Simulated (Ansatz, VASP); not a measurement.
# Sb in VASP and in Ansatz

The input INCAR:

```
SYSTEM = Sb
PREC = Accurate
ENCUT = 520
EDIFF = 1E-6
ISMEAR = -1
SIGMA = 0.05
LREAL = .False.
LASPH = .True.
NELM = 60
ALGO = Normal
ISIF = 2
LWAVE = .False.
LCHARG = .True.
GGA = PE
LELF = .True.
LVHAR = .True.
NBANDS = 8
```

File KPOINTS:

```
regular mesh
0
Gamma
  19 19 19
  0 0 0
```

File POSCAR:

```
Sb
1.0
   -1.4598500000      1.4598500000      2.4800000000
    1.4598500000     -1.4598500000      2.4800000000
    1.4598500000      1.4598500000     -2.4800000000
Sb
1
Direct
    0.0000000000      0.0000000000      0.0000000000
```

Input for Ansatz:

```yaml
crystal:
  lattice:
    - [-1.45985, 1.45985, 2.48]
    - [1.45985, -1.45985, 2.48]
    - [1.45985, 1.45985, -2.48]
  atoms:
    - { symbol: Sb, position: [0.0, 0.0, 0.0] }
kpoints:
  mp_grid: { grid: [19, 19, 19] }
  band_path:
    path:
      - [0.0, 0.0, 0.0]
      - [0.0, 0.0, 0.5]
      - [0.25, 0.25, 0.25]
      - [0.0, 0.5, 0.0]
      - [0.0, 0.0, 0.0]
      - [0.5, 0.5, -0.5]
      - [0.3366269683, 0.6633730317, -0.3366269683]
      - [-0.3366269683, 0.3366269683, 0.3366269683]
      - [0.0, 0.0, 0.0]
    npoints: 5
scf:
  occupations: { method: fermi_dirac, width: 0.05 }
hamiltonian:
  xc: pbe
  pseudopotentials: { kind: all_electron, lapw: { basis_error: 0.00025 } }
output:
  forces: true
  stress: true
  eigenvalues: true
```

Change from the starting cell: equal xx and yy strain of -3 %.

Alike in both runs: task single point; functional PBE; k mesh 19 × 19 × 19; occupations fermi-dirac, width 0.05 eV; no spin polarisation.

|  | VASP | Ansatz |
| --- | --- | --- |
| version | VASP 6.6.1 | Ansatz 0.2.0 |
| potentials or method | VASP PAW PBE potentials, release 64 (Sb), cutoff 520 eV | all-electron LAPW, scalar-relativistic |

Ansatz gave:

* pressure (GPa): 29.2
* traceless stress, the component that is largest in VASP (GPa): -3.25

Question: What did VASP give for the same quantities?

Answer: Pressure (GPa): 29.3; traceless stress, the component that is largest in VASP (GPa): -3.42.

Both programs put the cell under a high pressure, so it lies far from rest at this level. Ansatz ran all-electron here, and VASP with PAW potentials.

Spin-orbit coupling is off throughout.
